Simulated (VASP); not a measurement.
# B (Im-3m) in VASP: a series of runs, part 2 of 2

VASP 6.6.1. The steps go on from the part before.

### 5 Relaxation of cell and atoms, PBE, target pressure 42 GPa, at which the enthalpy is minimised

INCAR

```
SYSTEM = B
  PREC = Accurate
  ENCUT = 600
  EDIFF = 1E-6
  ISMEAR = -1
  SIGMA = 0.1
  LREAL = .FALSE.
  LASPH = .TRUE.
  NELM = 80
  ALGO = Normal
  ISIF = 3
  LWAVE = .FALSE.
  LCHARG = .FALSE.
  GGA = PE
  IBRION = 2
  NSW = 32
  EDIFFG = -0.005
  PSTRESS = 420.0
```

KPOINTS

```
Automatic mesh
0
G
  24 24 24
  0 0 0
```

POSCAR

```
B
1.0
   -1.1017802714      1.1017802714      1.1017802714
    1.1017802714     -1.1017802714      1.1017802714
    1.1017802714      1.1017802714     -1.1017802714
B
1
Direct
    0.0000000000      0.0000000000      0.0000000000
```

Potentials or basis: VASP PAW PBE potentials, release 64 (B).

Launch:

```bash
cat potpaw_PBE.64/B/POTCAR > POTCAR
mpirun -np 1 vasp_std > vasp.out
```

OUTCAR:

```text
SYSTEM = B
   PREC = Accurate
   ENCUT = 600
   EDIFF = 1E-6
   ISMEAR = -1
   LREAL = .FALSE.
   LASPH = .TRUE.
   NELM = 80
   ISIF = 3
   GGA = PE
   IBRION = 2
   NSW = 32
   EDIFFG = -0.005
   PSTRESS = 420.0

 ion  position               nearest neighbor table
   1  0.000  0.000  0.000-

  LATTYP: Found a body centered cubic cell.
 ALAT       =     2.2035605428

  Lattice vectors:

 A1 = (  -1.1017802714,   1.1017802714,   1.1017802714)
 A2 = (   1.1017802714,  -1.1017802714,   1.1017802714)
 A3 = (   1.1017802714,   1.1017802714,  -1.1017802714)

Analysis of symmetry for initial positions (statically):
=====================================================================
 Subroutine PRICEL returns:
 Original cell was already a primitive cell.

 Routine SETGRP: Setting up the symmetry group for a
 body centered cubic supercell.

 Subroutine GETGRP returns: Found 48 space group operations
 (whereof 48 operations were pure point group operations)
 out of a pool of 48 trial point group operations.

The static configuration has the point symmetry O_h .

Analysis of symmetry for dynamics (positions and initial velocities):
=====================================================================
 Subroutine PRICEL returns:
 Original cell was already a primitive cell.

 Routine SETGRP: Setting up the symmetry group for a
 body centered cubic supercell.

 Subroutine GETGRP returns: Found 48 space group operations
 (whereof 48 operations were pure point group operations)
 out of a pool of 48 trial point group operations.

The dynamic configuration has the point symmetry O_h .

 Subroutine INISYM returns: Found 48 space group operations
 (whereof 48 operations are pure point group operations),
 and found     1 'primitive' translations

----------------------------------------------------------------------------------------

[... 111 lines left out ...]
  volume/ion in A,a.u.               =       5.35        36.10
  Fermi-wavevector in a.u.,A,eV,Ry     =   1.349999  2.551129 24.796598  1.822499
  Thomas-Fermi vector in A             =   2.477540
   LORBIT       =      0    0 simple, 1 ext, 2 COOP (PROOUT), +10 PAW based schemes
   GGA     = PE    functional components
   LHFCALC =     F    Hartree Fock is set to
   AEXX    =    0.0000 exact exchange contribution
   IVDW    =     0    specifies the selected vdW correction
   LEPSILON=     F    determine dielectric tensor
   LRPA    =     F    only Hartree local field effects (RPA)
 conjugate gradient relaxation of ions
 non-spin polarized calculation
  energy-cutoff  :      600.00
  volume of cell :        5.35
 maximum number of plane-waves:       188
   NGX =  7   NGY =  7   NGZ =  7

--------------------------------------- Ionic step        1  -------------------------------------------

 number of electron       3.0000000 magnetization

 Free energy of the ion-electron system (eV)
  ---------------------------------------------------
  ext. energy  EPLUGINS =         0.00000000
  ---------------------------------------------------
  free energy    TOTEN  =        -4.90328225 eV

  energy without entropy =       -4.89775424  energy(sigma->0) =       -4.90051825

------------------------ aborting loop because EDIFF is reached ----------------------------------------

  FORCE on cell =-STRESS in cart. coord.  units (eV):
  Direction    XX          YY          ZZ          XY          YZ          ZX
  --------------------------------------------------------------------------------------
  -------------------------------------------------------------------------------------
  Total        1.3961942      1.3961942      1.3961942      0.0000000      0.0000000      0.0000000
  in kB      418.1301073    418.1301073    418.1301073      0.0000000      0.0000000      0.0000000
  external PRESSURE =      -1.8698927 kB  Pullay stress =     420.0000000 kB
[... 61 lines left out ...]
--------------------------------------- Ionic step        3  -------------------------------------------

 number of electron       3.0000000 magnetization

 Free energy of the ion-electron system (eV)
  ---------------------------------------------------
  ext. energy  EPLUGINS =         0.00000000
  ---------------------------------------------------
  free energy    TOTEN  =        -4.90261727 eV

  energy without entropy =       -4.89709296  energy(sigma->0) =       -4.89985512

 E-fermi :  11.7696     XC(G=0): -13.4453

 val. band max:       11.7333104182   @ k =  -0.4583   0.4583   0.3750
 cond. band min:      11.7889289879   @ k =  -0.3750   0.4167   0.1667
 fundamental gap:      0.0556185697
 Fermi energy:        11.7695880438

 k-point     1 :       0.0000    0.0000    0.0000
  band No.  band energies     occupation
      1      -8.5847      2.00000
      2      29.3609      0.00000
      3      29.3609      0.00000
      4      29.3609      0.00000
      5      48.3700      0.00000
[... 177 lines left out ...]
 k-point    24 :       0.4583    0.0417    0.0000
  band No.  band energies     occupation
      1       1.3017      2.00000
      2       7.3340      2.00000
      3      21.3499      0.00000
      4      25.4524      0.00000
      5      36.1365      0.00000

 [... further k-points ...]
[... 5 lines left out ...]
  --------------------------------------------------------------------------------------
  -------------------------------------------------------------------------------------
  Total        1.4023544      1.4023544      1.4023544      0.0000000      0.0000000     -0.0000000
  in kB      420.1745830    420.1745830    420.1745830      0.0000000      0.0000000     -0.0000000
  external PRESSURE =       0.1745830 kB  Pullay stress =     420.0000000 kB
[... 20 lines left out ...]
  energy  without entropy=       -4.8970929633  energy(sigma->0) =       -4.89985512

  enthalpy is  TOTEN    =        -3.5008455962 eV   P V=        1.4017716756

 reached required accuracy - stopping structural energy minimisation
```

OSZICAR:

```text
N       E                     dE             d eps       ncg     rms          rms(c)
DAV:   1    -0.288471990829E+00   -0.28847E+00   -0.17732E+03  4395   0.538E+02
DAV:   2    -0.489615964888E+01   -0.46077E+01   -0.42055E+01  5360   0.689E+01
DAV:   3    -0.491571311216E+01   -0.19553E-01   -0.19436E-01  4850   0.465E+00
DAV:   4    -0.491572024808E+01   -0.71359E-05   -0.71288E-05  6360   0.469E-02
DAV:   5    -0.491572024820E+01   -0.11715E-09   -0.14743E-09  4830   0.130E-04    0.185E+00
DAV:   6    -0.490752597957E+01    0.81943E-02   -0.22347E-04  5375   0.179E-01    0.111E+00
DAV:   7    -0.490328258547E+01    0.42434E-02   -0.37083E-04  4735   0.241E-01    0.226E-02
DAV:   8    -0.490328224926E+01    0.33621E-06   -0.74611E-07  5120   0.114E-02
   1 F= -.35008442E+01 E0= -.34980802E+01  d E =-.350084E+01
       N       E                     dE             d eps       ncg     rms          rms(c)
DAV:   1    -0.490201535904E+01    0.12672E-02   -0.44176E-05  4330   0.818E-02    0.416E-03
DAV:   2    -0.490201528625E+01    0.72791E-07   -0.38243E-08  2745   0.268E-03
   2 F= -.35008442E+01 E0= -.34980839E+01  d E =0.220535E-07
       N       E                     dE             d eps       ncg     rms          rms(c)
DAV:   1    -0.490261734504E+01   -0.60199E-03   -0.11962E-05  4365   0.425E-02    0.222E-03
DAV:   2    -0.490261727181E+01    0.73234E-07   -0.10112E-08  2230   0.137E-03
   3 F= -.35008456E+01 E0= -.34980834E+01  d E =-.135772E-05
```

Wall time 3.2 s (1 thread of Intel Xeon 6975P-C (Granite Rapids), shared host); peak memory 0.12 GiB.

Results:

```yaml
Free_energy: -4.9026 eV
Relaxed_volume: 5.35 Å³/atom
Relaxed_cell: a = 1.908 Å, b = 1.908 Å, c = 1.908 Å, α = 109.47°, β = 109.47°, γ = 109.47°
Space_group_after_relaxing_to_0.05_Å: Im-3m (No. 229)
Energy_change_on_relaxing_the_enthalpy_is_what_falls: +0.7 meV/atom
Ionic_steps: 3
Pressure_after_relaxing: 42.0 GPa
```

The path:
| step | energy change (eV) | largest force (eV/Å) | pressure (GPa) | volume (Å³) |
| --- | --- | --- | --- | --- |
| 1 | 0.0000 | 0.0000 | 41.81 | 5.35 |
| 2 | 0.0013 | 0.0000 | 42.17 | 5.35 |
| 3 | 0.0007 | 0.0000 | 42.02 | 5.35 |

Final structure:
```xyz
1
Lattice="-1.1016 1.1016 1.1016 1.1016 -1.1016 1.1016 1.1016 1.1016 -1.1016" Properties=species:S:1:pos:R:3 pbc="T T T"
B     0.0000    0.0000    0.0000
```

Caveat: the cell is relaxed towards a set pressure, so the enthalpy falls and the energy may rise.

### 6 The runs side by side

```csv
task,cell,cutoff (eV),gap on the mesh (eV),pressure (GPa)
single point,"a = 1.908 Å, angles 109.5°, 1 atom",520,none,42.0
relaxation of cell and atoms,"relaxed to 42 GPa from a = 1.891 Å, angles 109.5°, 1 atom",600,none,42.0
relaxation of cell and atoms,"relaxed to 42 GPa from a = 1.908 Å, angles 109.5°, 1 atom",600,none,42.0
```

Alike in all rows: level PBE; potentials or basis VASP PAW PBE potentials, release 64 (B); no spin polarisation; k mesh 24 × 24 × 24; smearing fermi-dirac 0.1 eV.

Caveats: the cell is relaxed towards a set pressure, so the enthalpy falls and the energy may rise (some runs).

Absolute energies hang on the potentials; compare differences alone.
